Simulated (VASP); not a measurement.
Set up this calculation in VASP 6.6.1, as the native input.

* Task: single point
* Functional: PBEsol
* Potentials or basis: VASP PAW PBE potentials, release 64 (Al, O)
* Cutoff: 520 eV
* k mesh: 12 × 12 × 1
* Occupations: gaussian, width 0.1 eV
* Spin: no spin polarisation
* Dipole correction: yes
* Further INCAR settings: ALGO = Normal; EDIFF = 1e-06; NBANDS = 28

The structure of Al9O lies in POSCAR:

```
Al9O
1.0
    2.8362844918      0.0000000000      0.0000000000
   -1.4181422459      2.4562944222      0.0000000000
    0.0000000000      0.0000000000     37.6442989108
Al O
9 1
Direct
    0.3333333333      0.6666666667      0.2257978033
    0.0000000000      0.0000000000      0.2877072406
    0.6666666667      0.3333333333      0.3496166779
    0.0000000000      0.0000000000      0.4115261153
    0.3333333333      0.6666666667      0.4730099501
    0.0000000000      0.0000000000      0.5347566996
    0.6666666667      0.3333333333      0.5971406850
    0.0000000000      0.0000000000      0.6587762569
    0.3333333333      0.6666666667      0.7189275571
    0.3333333333      0.6666666667      0.7634839119
```

One way to write it, as run:

INCAR

```
SYSTEM = Al9O
ALGO = Normal
DIPOL = 0.5 0.5 0.502
EDIFF = 1E-6
ENCUT = 520
GGA = PS
IDIPOL = 3
ISIF = 2
ISMEAR = 0
LASPH = .True.
LCHARG = .False.
LDIPOL = .True.
LREAL = .False.
LWAVE = .False.
NBANDS = 28
NELM = 60
PREC = Accurate
SIGMA = 0.1
```

KPOINTS

```
k-points
0
Gamma
  12 12 1
  0 0 0
```

Potentials or basis: VASP PAW PBE potentials, release 64 (Al, O).

Launch:

```console
$ cat potpaw_PBE.64/Al/POTCAR potpaw_PBE.64/O/POTCAR > POTCAR
$ mpirun -np 1 vasp_std > vasp.out
```

Results of the run:

```
Largest force          : 0.135 eV/Å
Band gap on the k mesh : zero (an odd number of electrons rules out a gap without spin polarisation)
```

Caveat: the PAW data sets were made with another functional, which shifts forces and pressure a little; an odd number of electrons without spin polarisation forces a metal; a magnetic or distorted state may lie lower.

Wall time 6.3 min on 1 thread of Intel(R) Xeon(R) 6975P-C (Granite Rapids), with other jobs on the host, peak memory 0.44 GiB.
